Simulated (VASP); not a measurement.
Here is a VASP 6.6.1 calculation.

INCAR

```
SYSTEM = Al30Ga
ALGO     = Normal         ! electronic algorithm
EDIFF    = 1E-6           ! SCF threshold, eV
ENCUT    = 520            ! plane-wave cutoff, eV
GGA      = PS             ! functional
ISIF     = 2              ! what is computed and relaxed
ISMEAR   = 0              ! smearing method
LASPH    = .True.         ! aspherical terms in the spheres
LCHARG   = .False.        ! write CHGCAR
LREAL    = Auto         
LWAVE    = .False.        ! write WAVECAR
NBANDS   = 72             ! bands
NELM     = 100            ! most SCF steps
PREC     = Accurate       ! precision mode
SIGMA    = 0.15           ! smearing width, eV
```

The input KPOINTS:

```
k-points
0
Gamma
  3 3 3
  0 0 0
```

POSCAR

```
Al30Ga
1.0
    8.1000000000      0.0000000000      0.0000000000
    0.0000000000      8.1000000000      0.0000000000
    0.0000000000      0.0000000000      8.1000000000
Al Ga
30 1
Direct
    0.5038191358      0.0023316049      0.0005413580
    0.7466680247     -0.0070523457      0.2632885185
    0.2469058025      0.2472265432      0.0005935802
    0.5013893827      0.4983800000      0.0005790123
    0.7522953086      0.7525370370      0.0005379012
    0.2473562963     -0.0012518519      0.2474424691
    0.5040346914      0.2510901235      0.2466977778
    0.7485964198      0.4956748148      0.2468707407
    0.4943180247     -0.0011992593      0.5005060494
    0.7488541975      0.2507269136      0.5005564198
    0.7465434568     -0.0072379012      0.7376166667
   -0.0028546914      0.4956379012      0.0006095062
    0.2485529630      0.7513179012      0.0005651852
    0.0070682716      0.2532445679      0.2640365432
    0.2510365432      0.5009116049      0.2516508642
    0.4988514815      0.7487700000      0.2517093827
    0.0018860494     -0.0024267901      0.5005556790
    0.2588572840      0.2508540741      0.5006207407
    0.5000086420      0.4996369136      0.5005776543
    0.7489076543      0.7412879012      0.5004898765
    0.2474055556     -0.0012555556      0.7536322222
    0.5040717284      0.2510427160      0.7544550617
    0.7486048148      0.4957150617      0.7542144444
    0.0009208642      0.7523501235      0.2472983951
    0.0009449383      0.5057488889      0.5006332099
    0.2492459259      0.7503465432      0.5005625926
    0.0069428395      0.2531019753      0.7372434568
    0.2509686420      0.5008056790      0.7495408642
    0.4988185185      0.7487122222      0.7493653086
    0.0009153086      0.7523328395      0.7538313580
    0.8344311111      0.1657085185      0.0003866667
```

Potentials or basis: VASP PAW PBE potentials, release 64 (Al, Ga_d).

Launch:

```console
$ cat potpaw_PBE.64/Al/POTCAR potpaw_PBE.64/Ga_d/POTCAR > POTCAR
$ mpirun -np 1 vasp_std > vasp.out
```

Estimate the band gap on the k mesh.

zero (an odd number of electrons rules out a gap without spin polarisation).

What does it give for the pressure?

-2.2 GPa.

What does it give for the largest force?

0.415 eV/Å.

Forces in eV/Å, atoms in the order of the input:
```
Al   0.009 -0.008 -0.001
Al   0.028 -0.014 -0.014
Al   0.012 -0.001 -0.001
Al   0.009 -0.012  0.001
Al   0.004 -0.009  0.000
Al   0.008 -0.006  0.001
Al   0.014 -0.006 -0.003
Al   0.008 -0.012 -0.003
Al   0.020 -0.011 -0.001
Al   0.002 -0.001  0.003
Al   0.029 -0.011  0.016
Al   0.015 -0.003 -0.001
Al  -0.003 -0.005  0.001
Al   0.005 -0.033 -0.030
Al   0.009 -0.004  0.003
Al   0.005 -0.010  0.004
Al   0.020 -0.016  0.001
Al   0.009 -0.008 -0.001
Al   0.009 -0.006  0.005
Al   0.004 -0.016 -0.001
Al   0.006 -0.005  0.000
Al   0.014 -0.006  0.001
Al   0.007 -0.014  0.001
Al   0.006 -0.008 -0.003
Al   0.008 -0.025 -0.001
Al   0.002  0.002  0.004
Al   0.011 -0.029  0.018
Al   0.011  0.000 -0.003
Al   0.002 -0.012 -0.003
Al   0.007 -0.007  0.000
Ga  -0.291  0.297  0.008
```

Caveat: the PAW data sets were made with another functional, which shifts forces and pressure a little.
